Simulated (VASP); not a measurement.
# MgO (Pm-3m) in VASP: a series of runs, part 3 of 3

VASP 6.6.1. The steps go on from the part before.

### Step 4. Dielectric tensor, r2SCAN

This run uses another cell than the first one, of 9.03 Å³/atom.

INCAR

```
PREC = Accurate
ENCUT = 520
EDIFF = 1E-8
ISMEAR = 0
SIGMA = 0.01
LREAL = False
LASPH = True
NELM = 80
ALGO = Normal
ISIF = 2
LWAVE = False
LCHARG = False
METAGGA = R2SCAN
LMIXTAU = True
LCALCEPS = True
```

KPOINTS

```
Automatic mesh
0
Gamma
  8 8 8
```

POSCAR

```
MgO
1.0
    2.6233490555      0.0000000000      0.0000000000
    0.0000000000      2.6233490555      0.0000000000
    0.0000000000      0.0000000000      2.6233490555
Mg O
1 1
Direct
    0.0000000000      0.0000000000      0.0000000000
    0.5000000000      0.5000000000      0.5000000000
```

Potentials or basis: VASP PAW PBE potentials, release 64 (Mg, O).

Started as:

```sh
cat potpaw_PBE.64/Mg/POTCAR potpaw_PBE.64/O/POTCAR > POTCAR
mpirun -np 1 vasp_std > vasp.out
```

OUTCAR:

```text
PREC = Accurate
   ENCUT = 520
   EDIFF = 1E-8
   ISMEAR = 0
   LREAL = False
   LASPH = True
   NELM = 80
   ISIF = 2
   METAGGA = R2SCAN

 ion  position               nearest neighbor table
   1  0.000  0.000  0.000-   2 2.27   2 2.27   2 2.27   2 2.27   2 2.27   2 2.27   2 2.27   2 2.27

   2  0.500  0.500  0.500-   1 2.27   1 2.27   1 2.27   1 2.27   1 2.27   1 2.27   1 2.27   1 2.27

  LATTYP: Found a simple cubic cell.
 ALAT       =     2.6233490555

  Lattice vectors:

 A1 = (   2.6233490555,   0.0000000000,   0.0000000000)
 A2 = (   0.0000000000,   2.6233490555,   0.0000000000)
 A3 = (   0.0000000000,   0.0000000000,   2.6233490555)

Analysis of symmetry for initial positions (statically):
=====================================================================
 Subroutine PRICEL returns:
 Original cell was already a primitive cell.

 Routine SETGRP: Setting up the symmetry group for a
 simple cubic supercell.

 Subroutine GETGRP returns: Found 48 space group operations
 (whereof 48 operations were pure point group operations)
 out of a pool of 48 trial point group operations.

The static configuration has the point symmetry O_h .

Analysis of symmetry for dynamics (positions and initial velocities):
=====================================================================
 Subroutine PRICEL returns:
 Original cell was already a primitive cell.

 Routine SETGRP: Setting up the symmetry group for a
 simple cubic supercell.

 Subroutine GETGRP returns: Found 48 space group operations
 (whereof 48 operations were pure point group operations)
 out of a pool of 48 trial point group operations.

The dynamic configuration has the point symmetry O_h .

 Subroutine INISYM returns: Found 48 space group operations
 (whereof 48 operations are pure point group operations),
 and found     1 'primitive' translations

----------------------------------------------------------------------------------------

                                     Primitive cell

  volume of cell :      18.0538

  direct lattice vectors                    reciprocal lattice vectors
     2.623349055  0.000000000  0.000000000     0.381192125  0.000000000  0.000000000
     0.000000000  2.623349055  0.000000000     0.000000000  0.381192125  0.000000000
     0.000000000  0.000000000  2.623349055     0.000000000  0.000000000  0.381192125

  length of vectors
     2.623349055  2.623349055  2.623349055     0.381192125  0.381192125  0.381192125

  position of ions in fractional coordinates (direct lattice)
     0.000000000  0.000000000  0.000000000
     0.500000000  0.500000000  0.500000000

  ion indices of the primitive-cell ions
   primitive index   ion index
                 1           1
                 2           2

----------------------------------------------------------------------------------------

 KPOINTS: Automatic mesh

Automatic generation of k-mesh.
 Grid dimensions read from file:
 generate k-points for:    8    8    8
[... 81 lines left out ...]
   IALGO  =     38    algorithm
   IMIX   =      4    mixing-type and parameters
     AMIX     =   0.40;   BMIX     =  1.00
     AMIX_MAG =   1.60;   BMIX_MAG =  1.00
  volume/ion in A,a.u.               =       9.03        60.92
  Fermi-wavevector in a.u.,A,eV,Ry     =   1.248098  2.358564 21.194462  1.557749
  Thomas-Fermi vector in A             =   2.382200
   LORBIT       =      0    0 simple, 1 ext, 2 COOP (PROOUT), +10 PAW based schemes
   METAGGA = R2SCAN    functional components
   LHFCALC =     F    Hartree Fock is set to
   AEXX    =    0.0000 exact exchange contribution
   IVDW    =     0    specifies the selected vdW correction
   LEPSILON=     F    determine dielectric tensor
   LRPA    =     F    only Hartree local field effects (RPA)
   LRPA       =     F
 non-spin polarized calculation
 Gauss-broadening in eV      SIGMA  =   0.01
  energy-cutoff  :      520.00
  volume of cell :       18.05
 maximum number of plane-waves:       500
 NGX is ok and might be reduce to    20
   NGX =  9   NGY =  9   NGZ =  9

 Total electronic dipole moment: p[elc]=(    -0.00000     0.00000    -0.00000 ) |e| Angst

 Total electronic dipole moment: p[elc]=(     0.00000    -0.00000     0.00000 ) |e| Angst

 number of electron       7.9999999 magnetization

 Free energy of the ion-electron system (eV)
  ---------------------------------------------------
  ext. energy  EPLUGINS =         0.00000000
  ---------------------------------------------------
  free energy    TOTEN  =       -14.52744702 eV

  energy without entropy =      -14.52744702  energy(sigma->0) =      -14.52744702

 E-fermi :   4.8807     XC(G=0): -11.8834

 val. band max:        4.8170458189   @ k =   0.5000   0.5000   0.0000
 cond. band min:   10000.0000000000   @ k =   0.0000   0.0000   0.0000
 fundamental gap:   9995.1829541811
 Fermi energy:         4.8806899092

 k-point     1 :       0.0000    0.0000    0.0000
  band No.  band energies     occupation
      1     -14.7658      2.00000
      2       3.7585      2.00000
      3       3.7585      2.00000
      4       3.7585      2.00000
      5   10000.0000      0.00000
      6   10000.0000      0.00000
      7   10000.0000      0.00000
      8   10000.0000      0.00000
[... 243 lines left out ...]
 k-point    24 :       0.5000    0.3750    0.1250
  band No.  band energies     occupation
      1     -12.6971      2.00000
      2      -0.2020      2.00000
      3       0.6158      2.00000
      4       4.0469      2.00000
      5   10000.0000      0.00000
      6   10000.0000      0.00000
      7   10000.0000      0.00000
      8   10000.0000      0.00000

 [... further k-points ...]

------------------------ aborting loop because EDIFF is reached ----------------------------------------

            Ionic dipole moment: p[ion]=(    -7.87005    -7.87005    -7.87005 ) |e| Angst

 Total electronic dipole moment: p[elc]=(     0.00000     0.00000     0.00231 ) |e| Angst

 MACROSCOPIC STATIC DIELECTRIC TENSOR (including local field effects)
 ------------------------------------------------------
           3.311723    -0.000000     0.000000
          -0.000000     3.311723    -0.000000
           0.000000    -0.000000     3.311723
 ------------------------------------------------------

 PIEZOELECTRIC TENSOR (including local field effects) (e Angst)
          XX          YY          ZZ          XY          YZ          ZX
  --------------------------------------------------------------------------------
  x     0.00000     0.00000     0.00000     0.00000     0.00000     0.00000
  y     0.00000     0.00000     0.00000     0.00000     0.00000     0.00000
  z     0.00000     0.00000     0.00000     0.00000     0.00000     0.00000

 PIEZOELECTRIC TENSOR (including local field effects) (C/m^2)
          XX          YY          ZZ          XY          YZ          ZX
  --------------------------------------------------------------------------------
  x     0.00000     0.00000     0.00000     0.00000     0.00000     0.00000
  y     0.00000     0.00000     0.00000     0.00000     0.00000     0.00000
  z     0.00000     0.00000     0.00000     0.00000     0.00000     0.00000

 BORN EFFECTIVE CHARGES (including local field effects) (in |e|, cummulative output)
 ---------------------------------------------------------------------------------
 ion    1
    1     2.12186    -0.00000    -0.00000
    2    -0.00000     2.12186     0.00000
    3     0.00000     0.00000     2.12186
 ion    2
    1    -2.12186     0.00000     0.00000
    2     0.00000    -2.12186     0.00000
    3    -0.00000    -0.00000    -2.12186

  FORCE on cell =-STRESS in cart. coord.  units (eV):
  Direction    XX          YY          ZZ          XY          YZ          ZX
  --------------------------------------------------------------------------------------
  -------------------------------------------------------------------------------------
  Total       -0.1352686     -0.1352686     -0.1352686      0.0000000      0.0000000      0.0000000
  in kB      -12.0043704    -12.0043704    -12.0043704      0.0000000      0.0000000      0.0000000
  external PRESSURE =     -12.0043704 kB  Pullay stress =       0.0000000 kB

 VOLUME and BASIS-vectors are now :
 -----------------------------------------------------------------------------
  energy-cutoff  :      520.00
  volume of cell :       18.05
      direct lattice vectors                 reciprocal lattice vectors
     2.623349055  0.000000000  0.000000000     0.381192125  0.000000000  0.000000000
     0.000000000  2.623349055  0.000000000     0.000000000  0.381192125  0.000000000
     0.000000000  0.000000000  2.623349055     0.000000000  0.000000000  0.381192125

 POSITION                                       TOTAL-FORCE (eV/Angst)
 -----------------------------------------------------------------------------------
      0.00000      0.00000      0.00000         0.000000      0.000000      0.000000
      1.31167      1.31167      1.31167         0.000000      0.000000      0.000000
 -----------------------------------------------------------------------------------
    total drift:                                0.000000      0.000000      0.000000

  FREE ENERGIE OF THE ION-ELECTRON SYSTEM (eV)
  ---------------------------------------------------
  free  energy   TOTEN  =       -14.5274470200 eV

  energy  without entropy=      -14.5274470200  energy(sigma->0) =      -14.52744702
```

It took 7 min on 1 thread of AMD EPYC 9R45 (Zen 5), shared host; peak memory 0.16 GiB.

Results:

* Band gap on the k mesh: 3.45 eV (least direct gap 4.51 eV)
* Electronic dielectric tensor (diagonal): 3.31
* Born charges (mean of the diagonal): Mg +2.12; O -2.12 e

Electronic dielectric tensor:
```
3.31 0.00 0.00
0.00 3.31 0.00
0.00 0.00 3.31
```

Born effective charge tensors (e):
atom 1, Mg
```
2.12 0.00 0.00
0.00 2.12 0.00
0.00 0.00 2.12
```
atom 2, O
```
-2.12  0.00  0.00
 0.00 -2.12  0.00
 0.00  0.00 -2.12
```

Dipole moments of the cell (e·Å, modulo the quantum): ionic -7.870, -7.870, -7.870; electronic 0.000, 0.000, 0.002

Caveat: the PAW data sets were made with another functional, which shifts forces and pressure a little.

### Step 5. The runs side by side

```tsv
task	level	cell	gap on the mesh (eV)
vibrations by perturbation theory	PBEsol	a = 2.633 Å, 2 atoms	-
dielectric tensor	PBE	a = 2.623 Å, 2 atoms	2.62
dielectric tensor	r2SCAN	a = 2.623 Å, 2 atoms	3.45
```

Alike in all rows: potentials or basis VASP PAW PBE potentials, release 64 (Mg, O); no spin polarisation; k mesh 8 × 8 × 8; cutoff (eV) 520; smearing gaussian 0.01 eV.

Caveats: the PAW data sets were made with another functional, which shifts forces and pressure a little (at least some runs).

Total energies depend on the potentials used, so only differences within one code and one set of settings carry meaning.
